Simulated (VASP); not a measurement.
Here is a VASP 6.6.1 calculation.

The input INCAR:

```
SYSTEM = Nb
ALGO = Normal ; EDIFF = 1E-7
ENCUT = 520 ; GGA = PE
ISIF = 2 ; ISMEAR = 0
LASPH = .TRUE. ; LCHARG = .FALSE.
LREAL = .FALSE. ; LWAVE = .FALSE.
NBANDS = 12 ; NELM = 60
PREC = Accurate ; SIGMA = 0.1
```

Contents of KPOINTS:

```
k-points
0
G
  18 18 18
  0 0 0
```

POSCAR

```
Nb
1.0
   -1.6217616194      1.6217616194      1.6217616194
    1.6217616194     -1.6217616194      1.6217616194
    1.6217616194      1.6217616194     -1.6217616194
Nb
1
Direct
    0.0000000000      0.0000000000      0.0000000000
```

Potentials or basis: VASP PAW PBE potentials, release 64 (Nb_sv).

Run with:

```bash
$ cat potpaw_PBE.64/Nb_sv/POTCAR > POTCAR
$ mpirun -np 1 vasp_std > vasp.out
```

Problem. Estimate the pressure.

Solution. 11.3 GPa.
